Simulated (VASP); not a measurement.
# B2F (Fm-3m) in VASP: a series of runs

Runs on B2F. Level: PBE. Tasks: single point, relaxation of cell and atoms.

All numbers are computed with VASP 6.6.1; they aren't measurements. Logs are shortened: lines on timing, memory, paths and dates and some standing lists are left out, and cuts for length are marked.

### Step 1. The cell of the first run

The structure is cubic, space group Fm-3m (No. 225). Conventional cell: a = 5.310 Å, b = 5.310 Å, c = 5.310 Å, α = 90.00°, β = 90.00°, γ = 90.00°. Within 3.0 Å of B (site symmetry -43m) lie 4 F at 2.30 Å and 6 B at 2.65 Å. F (site symmetry m-3m) has 8 B at 2.30 Å within 3.0 Å.

### Step 2. Single point, PBE

File INCAR:

```
PREC = Accurate
ENCUT = 520
EDIFF = 1E-6
ISMEAR = 0
SIGMA = 0.1
LREAL = F
LASPH = T
NELM = 80
ALGO = Normal
ISIF = 2
LWAVE = F
LCHARG = F
GGA = PE
NBANDS = 14
```

File KPOINTS:

```
regular mesh
0
Gamma
  16 16 16
```

File POSCAR:

```
B2F
1.0
    0.0000000000      2.6548543701      2.6548543701
    2.6548543701      0.0000000000      2.6548543701
    2.6548543701      2.6548543701      0.0000000000
B F
2 1
Direct
    0.2500000000      0.2500000000      0.2500000000
    0.7500000000      0.7500000000      0.7500000000
    0.0000000000      0.0000000000      0.0000000000
```

Potentials or basis: VASP PAW PBE potentials, release 64 (B, F).

Command:

```sh
$ cat potpaw_PBE.64/B/POTCAR potpaw_PBE.64/F/POTCAR > POTCAR
$ mpirun -np 1 vasp_std > vasp.out
```

OUTCAR:

```text
PREC = Accurate
   ENCUT = 520
   EDIFF = 1E-6
   ISMEAR = 0
   LREAL = F
   LASPH = T
   NELM = 80
   ISIF = 2
   GGA = PE

 ion  position               nearest neighbor table
   1  0.250  0.250  0.250-
   2  0.750  0.750  0.750-
   3  0.000  0.000  0.000-

  LATTYP: Found a face centered cubic cell.
 ALAT       =     5.3097087402

  Lattice vectors:

 A1 = (   0.0000000000,   2.6548543701,   2.6548543701)
 A2 = (   2.6548543701,   0.0000000000,   2.6548543701)
 A3 = (   2.6548543701,   2.6548543701,   0.0000000000)

Analysis of symmetry for initial positions (statically):
=====================================================================
 Subroutine PRICEL returns:
 Original cell was already a primitive cell.

 Routine SETGRP: Setting up the symmetry group for a
 face centered cubic supercell.

 Subroutine GETGRP returns: Found 48 space group operations
 (whereof 48 operations were pure point group operations)
 out of a pool of 48 trial point group operations.

The static configuration has the point symmetry O_h .

Analysis of symmetry for dynamics (positions and initial velocities):
=====================================================================
 Subroutine PRICEL returns:
 Original cell was already a primitive cell.

 Routine SETGRP: Setting up the symmetry group for a
 face centered cubic supercell.

 Subroutine GETGRP returns: Found 48 space group operations
 (whereof 48 operations were pure point group operations)
 out of a pool of 48 trial point group operations.

The dynamic configuration has the point symmetry O_h .

 Subroutine INISYM returns: Found 48 space group operations
 (whereof 48 operations are pure point group operations),
 and found     1 'primitive' translations

----------------------------------------------------------------------------------------

                                     Primitive cell

  volume of cell :      37.4242

  direct lattice vectors                    reciprocal lattice vectors
     0.000000000  2.654854370  2.654854370    -0.188334247  0.188334247  0.188334247
     2.654854370  0.000000000  2.654854370     0.188334247 -0.188334247  0.188334247
     2.654854370  2.654854370  0.000000000     0.188334247  0.188334247 -0.188334247

  length of vectors
     3.754531056  3.754531056  3.754531056     0.326204485  0.326204485  0.326204485

  position of ions in fractional coordinates (direct lattice)
     0.250000000  0.250000000  0.250000000
     0.750000000  0.750000000  0.750000000
     0.000000000  0.000000000  0.000000000

  ion indices of the primitive-cell ions
   primitive index   ion index
                 1           1
                 2           2
                 3           3

----------------------------------------------------------------------------------------

 KPOINTS: regular mesh

Automatic generation of k-mesh.
 Grid dimensions read from file:
 generate k-points for:   16   16   16

 Generating k-lattice:

  Cartesian coordinates                     Fractional coordinates (reciprocal lattice)
    -0.011770890  0.011770890  0.011770890     0.062500000  0.000000000  0.000000000
     0.011770890 -0.011770890  0.011770890     0.000000000  0.062500000  0.000000000
     0.011770890  0.011770890 -0.011770890     0.000000000  0.000000000  0.062500000

  Length of vectors
     0.020387780  0.020387780  0.020387780

  Shift w.r.t. Gamma in fractional coordinates (k-lattice)
     0.000000000  0.000000000  0.000000000

 Subroutine IBZKPT returns following result:
 ===========================================

 Found    145 irreducible k-points:

 Following reciprocal coordinates:
            Coordinates               Weight
  0.000000  0.000000  0.000000      1.000000
  0.062500  0.000000  0.000000      8.000000
  0.125000  0.000000  0.000000      8.000000
  0.187500  0.000000  0.000000      8.000000
  0.250000  0.000000  0.000000      8.000000
  0.312500  0.000000  0.000000      8.000000
[... 16 lines left out ...]
 -0.125000  0.062500  0.000000     24.000000
 -0.062500  0.062500  0.000000     12.000000
 [... further k-points ...]
   k-points           NKPTS =    145   k-points in BZ     NKDIM =    145   number of bands    NBANDS=     14
   number of dos      NEDOS =    301   number of ions     NIONS =      3
   total plane-waves  NPLWV =  21952
   dimension x,y,z NGX =    28 NGY =   28 NGZ =   28
   dimension x,y,z NGXF=    56 NGYF=   56 NGZF=   56
   ions per type =               2   1
   NGX,Y,Z   is equivalent  to a cutoff of  12.40, 12.40, 12.40 a.u.
   NGXF,Y,Z  is equivalent  to a cutoff of  24.80, 24.80, 24.80 a.u.
 SYSTEM =  unknown system
   PREC   = accura    normal or accurate (medium, high low for compatibility)
   ISTART =      0    job   : 0-new  1-cont  2-samecut
   ICHARG =      2    charge: 1-file 2-atom 10-const
   ISPIN  =      1    spin polarized calculation?
   LNONCOLLINEAR =      F non collinear calculations
   LSORBIT =      F    spin-orbit coupling
   LASPH  =      T    aspherical Exc in radial PAW
   ENCUT  =  520.0 eV  38.22 Ry    6.18 a.u.   6.98  6.98  6.98*2*pi/ulx,y,z
   NELM   =     80;   NELMIN=  2; NELMDL= -5     # of ELM steps
   EDIFF  = 0.1E-05   stopping-criterion for ELM
   LREAL  =      F    real-space projection
   EDIFFG = 0.1E-04   stopping-criterion for IOM
   NSW    =      0    number of steps for IOM
   IBRION =     -1    ionic relax: 0-MD 1-quasi-New 2-CG
   NFREE  =      0    steps in history (QN), initial steepest desc. (CG)
   ISIF   =      2    stress and relaxation
   ISYM   =      2    0-nonsym 1-usesym 2-fastsym
   POTIM  = 0.5000    time-step for ionic-motion
   TEBEG  =    0.0;   TEEND  =   0.0 temperature during run
   PSTRESS=    0.0 pullay stress
   NELECT =      13.0000    total number of electrons
   NUPDOWN=      -1.0000    fix difference up-down
   EMIN   =  10.00;   EMAX   =-10.00  energy-range for DOS
   EFERMI =   0.00;   METHOD = LEGACY
   ISMEAR =     0;   SIGMA  =   0.10  broadening in eV -4-tet -1-fermi 0-gaus
   EFERMI_NEDOS =   21; number of points for ismear=-14 and -15
   IALGO  =     38    algorithm
   IMIX   =      4    mixing-type and parameters
     AMIX     =   0.40;   BMIX     =  1.00
     AMIX_MAG =   1.60;   BMIX_MAG =  1.00
  volume/ion in A,a.u.               =      12.47        84.18
  Fermi-wavevector in a.u.,A,eV,Ry     =   1.150814  2.174724 18.019196  1.324374
  Thomas-Fermi vector in A             =   2.287476
   LORBIT       =      0    0 simple, 1 ext, 2 COOP (PROOUT), +10 PAW based schemes
   GGA     = PE    functional components
   LHFCALC =     F    Hartree Fock is set to
   AEXX    =    0.0000 exact exchange contribution
   IVDW    =     0    specifies the selected vdW correction
   LEPSILON=     F    determine dielectric tensor
   LRPA    =     F    only Hartree local field effects (RPA)
 non-spin polarized calculation
 Gauss-broadening in eV      SIGMA  =   0.10
  energy-cutoff  :      520.00
  volume of cell :       37.42
 maximum number of plane-waves:      1036
   NGX = 13   NGY = 13   NGZ = 13

 number of electron      13.0000009 magnetization

 Free energy of the ion-electron system (eV)
  ---------------------------------------------------
  ext. energy  EPLUGINS =         0.00000000
  ---------------------------------------------------
  free energy    TOTEN  =        -8.76217252 eV

  energy without entropy =       -8.75556425  energy(sigma->0) =       -8.75886839

 E-fermi :   2.2606     XC(G=0):  -9.7236

 val. band max:        2.2513456895   @ k =  -0.2500   0.2500   0.0625
 cond. band min:       2.2655677350   @ k =   0.4375   0.2500   0.0000
 fundamental gap:      0.0142220454
 Fermi energy:         2.2605543980

 k-point     1 :       0.0000    0.0000    0.0000
  band No.  band energies     occupation
      1     -21.6270      2.00000
      2      -5.7920      2.00000
      3      -3.0683      2.00000
      4      -3.0683      2.00000
      5      -3.0683      2.00000
      6       2.4098      0.03484
      7       2.5578      0.00003
      8       2.5578      0.00003
      9       2.5578      0.00003
     10       7.2692      0.00000
     11       7.2692      0.00000
     12       7.2692      0.00000
     13      15.3283      0.00000
     14      15.3487      0.00000

 k-point     2 :       0.0625    0.0000    0.0000
  band No.  band energies     occupation
      1     -21.6227      2.00000
      2      -5.8225      2.00000
      3      -3.0832      2.00000
      4      -3.0832      2.00000
      5      -3.0293      2.00000
      6       1.7907      2.00000
      7       2.5974      0.00000
      8       2.5974      0.00000
      9       3.2023      0.00000
     10       7.1762      0.00000
     11       7.1762      0.00000
     12       7.2279      0.00000
     13      14.9153      0.00000
     14      15.5077      0.00000

 k-point     3 :       0.1250    0.0000    0.0000
  band No.  band energies     occupation
      1     -21.6102      2.00000
      2      -5.9028      2.00000
      3      -3.1245      2.00000
      4      -3.1245      2.00000
      5      -2.9353      2.00000
      6       1.1923      2.00000
      7       2.7098      0.00000
      8       2.7098      0.00000
      9       3.8758      0.00000
     10       6.9281      0.00000
     11       6.9281      0.00000
     12       7.1152      0.00000
     13      14.4203      0.00000
     14      15.8200      0.00000
[... 324 lines left out ...]
 k-point    23 :      -0.1250    0.0625    0.0000
  band No.  band energies     occupation
      1     -21.6010      2.00000
      2      -5.9526      2.00000
      3      -3.2636      2.00000
      4      -3.1184      2.00000
      5      -2.8013      2.00000
      6       0.9335      2.00000
      7       2.6744      0.00000
      8       2.8563      0.00000
      9       4.2492      0.00000
     10       6.4912      0.00000
     11       6.7192      0.00000
     12       7.3721      0.00000
     13      14.1554      0.00000
     14      15.9082      0.00000

 k-point    24 :      -0.0625    0.0625    0.0000
  band No.  band energies     occupation
      1     -21.6156      2.00000
      2      -5.8683      2.00000
      3      -3.1590      2.00000
      4      -3.0861      2.00000
      5      -2.9395      2.00000
      6       1.4003      2.00000
      7       2.6044      0.00000
      8       2.6899      0.00000
      9       3.6637      0.00000
     10       6.8791      0.00000
     11       7.0015      0.00000
     12       7.3575      0.00000
     13      14.5694      0.00000
     14      15.6512      0.00000

 [... further k-points ...]
[... 5 lines left out ...]
  --------------------------------------------------------------------------------------
  -------------------------------------------------------------------------------------
  Total       -0.0591045     -0.0591045     -0.0591045     -0.0000000     -0.0000000      0.0000000
  in kB       -2.5303396     -2.5303396     -2.5303396     -0.0000000     -0.0000000      0.0000000
  external PRESSURE =      -2.5303396 kB  Pullay stress =       0.0000000 kB

 VOLUME and BASIS-vectors are now :
 -----------------------------------------------------------------------------
  energy-cutoff  :      520.00
  volume of cell :       37.42
      direct lattice vectors                 reciprocal lattice vectors
     0.000000000  2.654854370  2.654854370    -0.188334247  0.188334247  0.188334247
     2.654854370  0.000000000  2.654854370     0.188334247 -0.188334247  0.188334247
     2.654854370  2.654854370  0.000000000     0.188334247  0.188334247 -0.188334247

 POSITION                                       TOTAL-FORCE (eV/Angst)
 -----------------------------------------------------------------------------------
      1.32743      1.32743      1.32743         0.000000      0.000000      0.000000
      3.98228      3.98228      3.98228        -0.000000     -0.000000     -0.000000
      0.00000      0.00000      0.00000         0.000000      0.000000      0.000000
 -----------------------------------------------------------------------------------
    total drift:                               -0.000000     -0.000000      0.000000

  FREE ENERGIE OF THE ION-ELECTRON SYSTEM (eV)
  ---------------------------------------------------
  free  energy   TOTEN  =        -8.7621725212 eV

  energy  without entropy=       -8.7555642521  energy(sigma->0) =       -8.75886839
```

Run time: 35 s. Hardware: 1 thread of Intel Xeon Platinum 8488C (Sapphire Rapids), shared host; peak memory 0.19 GiB.

Results:

| Property | Result |
| --- | --- |
| Free energy | -8.7622 eV |
| Pressure | -0.3 GPa |

Caveat: an odd number of electrons without spin polarisation forces a metal; a magnetic or distorted state may lie lower.

### Step 3. Relaxation of cell and atoms, PBE

File INCAR:

```
SYSTEM = B2F
PREC = Accurate
ENCUT = 600
EDIFF = 1E-6
ISMEAR = 0
SIGMA = 0.1
LREAL = .False.
LASPH = .True.
NELM = 100
ALGO = Normal
ISIF = 3
LWAVE = .False.
LCHARG = .False.
GGA = PE
IBRION = 2
NSW = 100
EDIFFG = -0.01
```

File KPOINTS:

```
Automatic mesh
0
Gamma
  16 16 16
  0 0 0
```

POSCAR is that of step 2.

Potentials or basis: VASP PAW PBE potentials, release 64 (B, F).

Command:

```sh
$ cat potpaw_PBE.64/B/POTCAR potpaw_PBE.64/F/POTCAR > POTCAR
$ mpirun -np 1 vasp_std > vasp.out
```

OUTCAR:

```text
SYSTEM = B2F
   PREC = Accurate
   ENCUT = 600
   EDIFF = 1E-6
   ISMEAR = 0
   LREAL = .False.
   LASPH = .True.
   NELM = 100
   ISIF = 3
   GGA = PE
   IBRION = 2
   NSW = 100
   EDIFFG = -0.01

 ion  position               nearest neighbor table
   1  0.250  0.250  0.250-
   2  0.750  0.750  0.750-
   3  0.000  0.000  0.000-

  LATTYP: Found a face centered cubic cell.
 ALAT       =     5.3097087402

  Lattice vectors:
[... 543 lines left out ...]
      6       1.4272      2.00000
      7       2.6217      0.00000
      8       2.7072      0.00000
      9       3.6924      0.00000
     10       6.9073      0.00000

 [... further k-points ...]
[... 5 lines left out ...]
  --------------------------------------------------------------------------------------
  -------------------------------------------------------------------------------------
  Total       -0.0299729     -0.0299729     -0.0299729     -0.0000000      0.0000000     -0.0000000
  in kB       -1.2865300     -1.2865300     -1.2865300     -0.0000000      0.0000000     -0.0000000
  external PRESSURE =      -1.2865300 kB  Pullay stress =       0.0000000 kB

 VOLUME and BASIS-vectors are now :
 -----------------------------------------------------------------------------
  energy-cutoff  :      600.00
  volume of cell :       37.33
      direct lattice vectors                 reciprocal lattice vectors
    -0.000000000  2.652547183  2.652547183    -0.188498061  0.188498061  0.188498061
     2.652547183 -0.000000000  2.652547183     0.188498061 -0.188498061  0.188498061
     2.652547183  2.652547183 -0.000000000     0.188498061  0.188498061 -0.188498061

 POSITION                                       TOTAL-FORCE (eV/Angst)
 -----------------------------------------------------------------------------------
      1.32627      1.32627      1.32627        -0.000000      0.000000     -0.000000
      3.97882      3.97882      3.97882         0.000000     -0.000000      0.000000
      2.65255      2.65255      5.30509        -0.000000      0.000000     -0.000000
 -----------------------------------------------------------------------------------
    total drift:                                0.000000     -0.000000      0.000000

  FREE ENERGIE OF THE ION-ELECTRON SYSTEM (eV)
  ---------------------------------------------------
  free  energy   TOTEN  =        -8.7633728262 eV

  energy  without entropy=       -8.7567517593  energy(sigma->0) =       -8.76006229

 reached required accuracy - stopping structural energy minimisation
```

OSZICAR:

```text
N       E                     dE             d eps       ncg     rms          rms(c)
DAV:   1     0.405194292132E+02    0.40519E+02   -0.61591E+03  2900   0.121E+03
[... 13 lines left out ...]
       N       E                     dE             d eps       ncg     rms          rms(c)
DAV:   1    -0.876419132295E+01   -0.93257E-03   -0.13794E-02  2940   0.135E+00    0.251E-01
DAV:   2    -0.876364640939E+01    0.54491E-03   -0.10484E-02  3238   0.104E+00    0.110E-01
DAV:   3    -0.876338280902E+01    0.26360E-03   -0.15347E-03  3258   0.428E-01    0.232E-02
DAV:   4    -0.876337640110E+01    0.64079E-05   -0.11509E-04  3270   0.983E-02    0.156E-02
DAV:   5    -0.876337239887E+01    0.40022E-05   -0.18764E-05  3018   0.426E-02    0.180E-03
DAV:   6    -0.876337282618E+01   -0.42731E-06   -0.69414E-07  1580   0.935E-03
   2 F= -.87633728E+01 E0= -.87600623E+01  d E =-.114801E-03
```

Run time: 48 s. Hardware: 1 thread of Intel Xeon Platinum 8488C (Sapphire Rapids), shared host; peak memory 0.2 GiB.

Results:

| Property | Result |
| --- | --- |
| Free energy | -8.7634 eV |
| Relaxed volume | 12.44 Å³/atom |
| Relaxed cell | a = 3.751 Å, b = 3.751 Å, c = 3.751 Å, α = 60.00°, β = 60.00°, γ = 60.00° |
| Space group after relaxing (to 0.05 Å) | Fm-3m (No. 225) |
| Energy gained by relaxing | 0.0 meV/atom |
| Ionic steps | 2 |
| Pressure after relaxing | -0.1 GPa |

The path:
| step | energy change (eV) | largest force (eV/Å) | pressure (GPa) | volume (Å³) |
| --- | --- | --- | --- | --- |
| 1 | 0.0000 | 0.0000 | -0.23 | 37.42 |
| 2 | -0.0001 | 0.0000 | -0.13 | 37.33 |

Final structure:
```xyz
3
Lattice="0.0000 2.6525 2.6525 2.6525 0.0000 2.6525 2.6525 2.6525 0.0000" Properties=species:S:1:pos:R:3 pbc="T T T"
B     1.3263    1.3263    1.3263
B     3.9788    3.9788    3.9788
F     2.6525    2.6525    5.3051
```

Caveat: an odd number of electrons without spin polarisation forces a metal; a magnetic or distorted state may lie lower.
